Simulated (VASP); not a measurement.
Write the native input for VASP 6.6.1 that does the following.

```yaml
Task: single point
Functional: revPBE
Dispersion: D3(BJ)
Potentials_or_basis: VASP PAW PBE potentials, release 64 (Zr_sv)
Cutoff: 500 eV
k_mesh: 15 × 15 × 8
Occupations: gaussian, width 0.1 eV
Spin: no spin polarisation
Dipole_correction: no
Further_INCAR_settings: ALGO = Normal; EDIFF = 1e-06; NBANDS = 19
```

The structure of Zr lies in POSCAR:

```
Zr
1.0
    3.1641377762      0.0000000000      0.0000000000
   -1.5820688881      2.7402236952      0.0000000000
    0.0000000000      0.0000000000      5.0917780276
Zr
2
Direct
    0.3333333333      0.6666666667      0.2500000000
    0.6666666667      0.3333333333      0.7500000000
```

These files were run (other wordings do the same):

INCAR

```
SYSTEM = Zr
PREC = Accurate
ENCUT = 500
EDIFF = 1E-6
ISMEAR = 0
SIGMA = 0.1
LREAL = .FALSE.
LASPH = .TRUE.
NELM = 120
ALGO = Normal
ISIF = 2
LWAVE = .FALSE.
LCHARG = .FALSE.
GGA = RE
IVDW = 12
NBANDS = 19
GGA_COMPAT = .FALSE.
```

KPOINTS

```
regular mesh
0
G
  15 15 8
  0 0 0
```

Potentials or basis: VASP PAW PBE potentials, release 64 (Zr_sv).

The run is started by

```bash
$ cat potpaw_PBE.64/Zr_sv/POTCAR > POTCAR
$ mpirun -np 1 vasp_std > vasp.out
```

Results of the run:

The pressure is 0.0 GPa, the band gap on the k mesh is zero (band 12 reaches 10.67 eV, above the bottom of band 13 at 9.32 eV) and the dispersion energy per atom is -1.000 eV.

Caveat: the PAW data sets were made with another functional, which shifts forces and pressure a little; pairwise dispersion overbinds metals, which lowers pressure and volume.

Wall time 2.1 min on 1 thread of Intel Xeon 8259CL (shared host), peak memory 0.23 GiB.
